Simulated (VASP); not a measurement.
Here is a VASP 6.6.1 calculation.

The input INCAR:

```
ALGO     = Normal         # electronic algorithm
EDIFF    = 1E-6           # SCF threshold, eV
ENCUT    = 520            # plane-wave cutoff, eV
GGA      = PE             # functional
ISIF     = 2              # what is computed and relaxed
ISMEAR   = 0              # smearing method
LASPH    = True           # aspherical terms in the spheres
LCHARG   = True           # write CHGCAR
LELF     = True           # ELF
LREAL    = Auto         
LVHAR    = True         
LWAVE    = False          # write WAVECAR
NBANDS   = 62             # bands
NELM     = 80             # most SCF steps
PREC     = Accurate       # precision mode
SIGMA    = 0.1            # smearing width, eV
```

Contents of KPOINTS:

```
k-points
0
Gamma
  4 4 4
```

File POSCAR:

```
Sr2CaZnC6N6
1.0
    0.0000000000      5.2835000000      5.2835000000
    5.2835000000      0.0000000000      5.2835000000
    5.2835000000      5.2835000000      0.0000000000
Sr Ca Zn C N
2 1 1 6 6
Direct
    0.2500000000      0.2500000000      0.2500000000
    0.7500000000      0.7500000000      0.7500000000
    0.0000000000      0.0000000000      0.0000000000
    0.5000000000      0.5000000000      0.5000000000
    0.8007002900      0.1992997100      0.1992997100
    0.1992997100      0.8007002900      0.1992997100
    0.1992997100      0.1992997100      0.8007002900
    0.1992997100      0.8007002900      0.8007002900
    0.8007002900      0.1992997100      0.8007002900
    0.8007002900      0.8007002900      0.1992997100
    0.6899782300      0.3100217700      0.3100217700
    0.3100217700      0.6899782300      0.3100217700
    0.3100217700      0.3100217700      0.6899782300
    0.3100217700      0.6899782300      0.6899782300
    0.6899782300      0.3100217700      0.6899782300
    0.6899782300      0.6899782300      0.3100217700
```

Potentials or basis: VASP PAW PBE potentials, release 64 (Sr_sv, Ca_sv, Zn, C, N).

Launch:

```bash
$ cat potpaw_PBE.64/Sr_sv/POTCAR potpaw_PBE.64/Ca_sv/POTCAR potpaw_PBE.64/Zn/POTCAR potpaw_PBE.64/C/POTCAR potpaw_PBE.64/N/POTCAR > POTCAR
$ mpirun -np 1 vasp_std > vasp.out
```

**Question.** Predict the band gap on the k mesh.

**Answer.** Zero (band 48 reaches 3.37 eV, above the bottom of band 49 at 3.04 eV).

**Question.** Predict the largest force.

**Answer.** 2.172 eV/Å.

**Question.** What does it give for the pressure?

**Answer.** 14.0 GPa.

Forces in eV/Å, atoms in the order of the input:
```
Sr   0.000  0.000  0.000
Sr   0.000  0.000  0.000
Ca   0.000  0.000  0.000
Zn   0.000  0.000  0.000
C    2.172  0.000  0.000
C    0.000  2.172  0.000
C    0.000  0.000  2.172
C   -2.172  0.000  0.000
C    0.000 -2.172  0.000
C    0.000  0.000 -2.172
N    0.900  0.000  0.000
N    0.000  0.900  0.000
N    0.000  0.000  0.900
N   -0.900  0.000  0.000
N    0.000 -0.900  0.000
N    0.000  0.000 -0.900
```

Caveat: forces of over 1 eV/Å act on the atoms, so gaps and moduli don't describe the material at rest.
